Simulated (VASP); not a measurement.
Wanted: the native input for a VASP 6.6.1 run.

| Quantity | Value |
| --- | --- |
| Task | single point |
| Functional | r2SCAN |
| Potentials or basis | VASP PAW PBE potentials, release 64 (B, P) |
| Cutoff | 520 eV |
| k mesh | 10 × 10 × 10 |
| Occupations | gaussian, width 0.02 eV |
| Spin | no spin polarisation |
| Dipole correction | no |
| Further INCAR settings | ALGO = Normal; EDIFF = 1e-06; NBANDS = 11 |

BP:

```
B P
1.0
     0.00000    2.24535    2.24535
     2.24535    0.00000    2.24535
     2.24535    2.24535    0.00000
B P
1 1
Direct
  0.00000 0.00000 0.00000
  0.25000 0.25000 0.25000
```

One way to write it, as run:

POSCAR

```
BP
1.0
    0.0000000000      2.2453534546      2.2453534546
    2.2453534546      0.0000000000      2.2453534546
    2.2453534546      2.2453534546      0.0000000000
B P
1 1
Direct
    0.0000000000      0.0000000000      0.0000000000
    0.2500000000      0.2500000000      0.2500000000
```

INCAR.step1

```
PREC = Accurate ; ENCUT = 520
ISMEAR = 0 ; SIGMA = 0.02
LREAL = False ; LASPH = True
NELM = 60 ; NBANDS = 11
GGA = PE ; ALGO = Normal
EDIFF = 1E-4 ; LWAVE = True
LCHARG = False
```

INCAR.step2

```
PREC = Accurate ; ENCUT = 520
EDIFF = 1E-6 ; ISMEAR = 0
SIGMA = 0.02 ; LREAL = False
LASPH = True ; NELM = 60
ALGO = Normal ; ISIF = 2
LWAVE = False ; LCHARG = True
METAGGA = R2SCAN ; LMIXTAU = True
LELF = True ; LVHAR = True
NBANDS = 11 ; ISTART = 1
```

KPOINTS

```
regular mesh
0
Gamma
  10 10 10
```

Potentials or basis: VASP PAW PBE potentials, release 64 (B, P).

Command:

```sh
$ cat potpaw_PBE.64/B/POTCAR potpaw_PBE.64/P/POTCAR > POTCAR
$ cp INCAR.step1 INCAR
$ mpirun -np 1 vasp_std > vasp.out
$ cp INCAR.step2 INCAR
$ mpirun -np 1 vasp_std > vasp.out
```

It gave:

```yaml
Pressure: 4.9 GPa
Band_gap_on_the_k_mesh: 1.40 eV (least direct gap 3.69 eV)
```

Caveat: the cell stands under pressure; the PAW data sets were made with another functional, which shifts forces and pressure a little.

Run time: 15 s on 1 thread of Intel(R) Xeon(R) 6975P-C (Granite Rapids), on a shared host, peak memory 0.14 GiB.
